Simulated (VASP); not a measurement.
A run of VASP 6.6.1:

INCAR

```
SYSTEM = HgTe
PREC = Accurate
ENCUT = 520
EDIFF = 1E-6
ISMEAR = 0
SIGMA = 0.1
LREAL = .False.
LASPH = .True.
NELM = 80
ALGO = Normal
ISIF = 2
LWAVE = .False.
LCHARG = .True.
GGA = PE
LELF = .True.
LVHAR = .True.
ISYM = 0
NBANDS = 16
```

File KPOINTS:

```
regular mesh
0
Gamma
  8 5 15
  0 0 0
```

Contents of POSCAR:

```
HgTe
1.0
    4.7019744874      0.0000000000      0.0000000000
    0.0000000000      6.6495960900      0.0000000000
    2.3509872437     -3.3247980450      2.3509872437
Hg Te
1 1
Direct
    0.0000000000      0.0000000000      0.0000000000
    0.5000000000      0.2500000000      0.0000000000
```

Potentials or basis: VASP PAW PBE potentials, release 64 (Hg, Te).

Launch:

```console
$ cat potpaw_PBE.64/Hg/POTCAR potpaw_PBE.64/Te/POTCAR > POTCAR
$ mpirun -np 1 vasp_std > vasp.out
```

Hardware: 1 thread of Intel Xeon 8259CL, on a shared host.

Question: How long does it take, and how much memory?

Answer: It took 7.9 min on 1 thread of Intel Xeon 8259CL, on a shared host, peak memory 0.53 GiB. Counts: scf iterations 12, k points 301.
